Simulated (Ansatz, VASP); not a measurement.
Two plane-wave programs on Ba

```
Ba
1.0
     4.37228    0.00000    0.00000
    -2.18614    3.78650    0.00000
     0.00000    0.00000   14.27119
Ba
4
Direct
  0.00000 0.00000 0.00000
  0.00000 0.00000 0.50000
  0.33333 0.66667 0.25000
  0.66667 0.33333 0.75000
```

Alike in both runs: task single point; functional BLYP; k mesh 9 × 9 × 3; occupations fermi-dirac, width 0.1 eV; no spin polarisation.

```csv
,VASP,Ansatz
version,VASP 6.6.1,Ansatz 0.2.0
potentials or method,"VASP PAW PBE potentials, release 64 (Ba_sv), cutoff 520 eV","plane waves (420 eV) with PAW, scalar-relativistic"
valence electrons in the cell,40,40
```

|  | VASP | Ansatz | Ansatz less VASP |
| --- | --- | --- | --- |
| pressure (GPa) | 1.3 | 1.2 | -0.07 |

VASP's potentials were made for PBE, not for BLYP. The functional is the same, so the differences come from potentials, cutoffs and numerics.

Spin-orbit coupling is off throughout.
